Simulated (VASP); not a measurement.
Wanted: the native input for a VASP 6.6.1 run.

```yaml
Task: single point
Functional: PBE
Potentials_or_basis: VASP PAW PBE potentials, release 64 (Sn_d, Se)
Cutoff: 500 eV
k_mesh: 10 × 10 × 10
Occupations: gaussian, width 0.01 eV
Spin: no spin polarisation
Dipole_correction: no
Further_INCAR_settings: ALGO = Normal; EDIFF = 1e-06; NBANDS = 17
```

The structure of SnSe lies in POSCAR:

```
SnSe
1.0
    0.0000000000      3.3533996069      3.3533996069
    3.3533996069      0.0000000000      3.3533996069
    3.3533996069      3.3533996069      0.0000000000
Sn Se
1 1
Direct
    0.0000000000      0.0000000000      0.0000000000
    0.7500000000      0.7500000000      0.7500000000
```

This cell differs from its parent crystal: Te replaced by Se, lengths x 0.961, strained.

The input as run:

INCAR

```
SYSTEM = SnSe
ALGO     = Normal         ! electronic algorithm
EDIFF    = 1E-6           ! SCF threshold, eV
ENCUT    = 500            ! plane-wave cutoff, eV
GGA      = PE             ! functional
GGA_COMPAT= .FALSE.      
ISIF     = 2              ! what is computed and relaxed
ISMEAR   = 0              ! smearing method
LASPH    = .TRUE.         ! aspherical terms in the spheres
LCHARG   = .FALSE.        ! write CHGCAR
LREAL    = .FALSE.        ! projectors in reciprocal space
LWAVE    = .FALSE.        ! write WAVECAR
NBANDS   = 17             ! bands
NELM     = 120            ! most SCF steps
PREC     = Accurate       ! precision mode
SIGMA    = 0.01           ! smearing width, eV
```

KPOINTS

```
k-points
0
G
  10 10 10
  0 0 0
```

Potentials or basis: VASP PAW PBE potentials, release 64 (Sn_d, Se).

Launch:

```bash
$ cat potpaw_PBE.64/Sn_d/POTCAR potpaw_PBE.64/Se/POTCAR > POTCAR
$ mpirun -np 1 vasp_std > vasp.out
```

Results of the run:

```json
{
 "Pressure": "1.1 GPa",
 "Band gap on the k mesh": "0.01 eV (least direct gap 0.63 eV)"
}
```

Caveat: the cell differs from its parent crystal (Te replaced by Se, lengths x 0.961, strained); spin-orbit coupling is left out, which moves the levels of the heavy elements.

Run time: 72 s on 1 thread of Intel Xeon 8259CL, with other jobs on the host, peak memory 0.23 GiB.
